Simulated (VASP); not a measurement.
A run of VASP 6.6.1:

Contents of POSCAR:

```
Ti2C
1.0
    1.5406981810      0.8895225095      4.8137698526
   -1.5406981810      0.8895225095      4.8137698526
    0.0000000000     -1.7790450190      4.8137698526
Ti C
2 1
Direct
    0.2454978300      0.2454978300      0.2454978300
    0.7545021700      0.7545021700      0.7545021700
    0.5000000000      0.5000000000      0.5000000000
```

The input INCAR.step1:

```
SYSTEM = Ti2C
PREC     = Accurate       ! precision mode
ENCUT    = 520            ! plane-wave cutoff, eV
ISMEAR   = 0              ! smearing method
SIGMA    = 0.4            ! smearing width, eV
LREAL    = .FALSE.        ! projectors in reciprocal space
LASPH    = .TRUE.         ! aspherical terms in the spheres
NELM     = 100            ! most SCF steps
NBANDS   = 21             ! bands
GGA      = PE             ! functional
ALGO     = Normal         ! electronic algorithm
EDIFF    = 1E-4           ! SCF threshold, eV
LWAVE    = .TRUE.         ! write WAVECAR
LCHARG   = .FALSE.        ! write CHGCAR
```

The input INCAR.step2:

```
SYSTEM = Ti2C
PREC     = Accurate       ! precision mode
ENCUT    = 520            ! plane-wave cutoff, eV
EDIFF    = 1E-7           ! SCF threshold, eV
ISMEAR   = 0              ! smearing method
SIGMA    = 0.4            ! smearing width, eV
LREAL    = .FALSE.        ! projectors in reciprocal space
LASPH    = .TRUE.         ! aspherical terms in the spheres
NELM     = 100            ! most SCF steps
ALGO     = Normal         ! electronic algorithm
ISIF     = 2              ! what is computed and relaxed
LWAVE    = .FALSE.        ! write WAVECAR
LCHARG   = .FALSE.        ! write CHGCAR
METAGGA  = R2SCAN         ! meta-GGA
LMIXTAU  = .TRUE.       
NBANDS   = 21             ! bands
ISTART   = 1
```

Contents of KPOINTS:

```
Automatic mesh
0
G
  9 9 9
  0 0 0
```

Potentials or basis: VASP PAW PBE potentials, release 64 (Ti_sv, C).

Command:

```bash
$ cat potpaw_PBE.64/Ti_sv/POTCAR potpaw_PBE.64/C/POTCAR > POTCAR
$ cp INCAR.step1 INCAR
$ mpirun -np 1 vasp_std > vasp.out
$ cp INCAR.step2 INCAR
$ mpirun -np 1 vasp_std > vasp.out
```

Hardware: 1 thread of Intel(R) Xeon(R) Platinum 8488C (Sapphire Rapids), with other jobs on the host.

Question: Estimate the wall time of this run.

Answer: Wall time 9.8 min on 1 thread of Intel(R) Xeon(R) Platinum 8488C (Sapphire Rapids), on a shared host, peak memory 0.29 GiB. Counts: k points 85.
